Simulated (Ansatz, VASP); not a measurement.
This is a calculation of NbP for VASP 6.6.1.

File INCAR:

```
PREC = Accurate
ENCUT = 520
EDIFF = 1E-7
ISMEAR = -1
SIGMA = 0.05
LREAL = F
LASPH = T
NELM = 60
ALGO = Normal
ISIF = 2
LWAVE = F
LCHARG = F
GGA = CA
NBANDS = 26
```

KPOINTS

```
regular mesh
0
Gamma
  11 11 11
```

Contents of POSCAR:

```
NbP
1.0
   -1.6407315532      1.6407315532      5.6229302316
    1.6407315532     -1.6407315532      5.6229302316
    1.6407315532      1.6407315532     -5.6229302316
Nb P
2 2
Direct
    0.2498808000      0.7498808000      0.5000000000
    0.4998808000      0.4998808000      0.0000000000
    0.8327477700      0.3327477700      0.5000000000
    0.0827477700      0.0827477700      0.0000000000
```

Potentials or basis: VASP PAW LDA potentials, release 64 (Nb_sv, P).

The run is started by

```bash
$ cat potpaw_LDA.64/Nb_sv/POTCAR potpaw_LDA.64/P/POTCAR > POTCAR
$ mpirun -np 1 vasp_std > vasp.out
```

**Question.** Set up the same calculation for Ansatz 0.2.0. Potentials there: Ansatz PAW.

**Answer.** As run (the cutoff follows the program's own potentials):

Contents of input.yaml:

```yaml
crystal:
  lattice:
    - [-1.6407315532, 1.6407315532, 5.6229302316]
    - [1.6407315532, -1.6407315532, 5.6229302316]
    - [1.6407315532, 1.6407315532, -5.6229302316]
  atoms:
    - { symbol: Nb, position: [0.2498808, 0.7498808, 0.5] }
    - { symbol: Nb, position: [0.4998808, 0.4998808, 0.0] }
    - { symbol: P, position: [0.83274777, 0.33274777, 0.5] }
    - { symbol: P, position: [0.08274777, 0.08274777, 0.0] }
hamiltonian:
  xc: lda
  pseudopotentials: { kind: paw }
kpoints:
  mp_grid: { grid: [11, 11, 11] }
scf:
  occupations: { method: fermi_dirac, width: 0.05 }
output:
  forces: true
  stress: true
  eigenvalues: true
```

Potentials or basis: Ansatz PAW.

Launch:

```sh
$ ansatz run input.yaml --threads 2 --pin off --max-ram 5632MiB --backend cpu --events-out ev --progress --plain --runs-dir out
```

Both were run:

|  | VASP | Ansatz | Ansatz less VASP |
| --- | --- | --- | --- |
| gap on the k mesh at the Fermi level (eV) | none | none | - |
| pressure (GPa) | 2.7 | 2.8 | +0.15 |
| traceless stress, the component that is largest in VASP (GPa) | -1.18 | -1.17 | +0.007 |
| rms of the force components (eV/Å) | 0.022 | 0.022 | +0.0001 |

LDA's correlation is that of Perdew and Zunger in VASP and of Perdew and Wang (1992) in Ansatz. Atom by atom the forces differ by 0.000 eV/Å (rms over components). A gap of «none» marks a metal or a gap that the smearing closes.
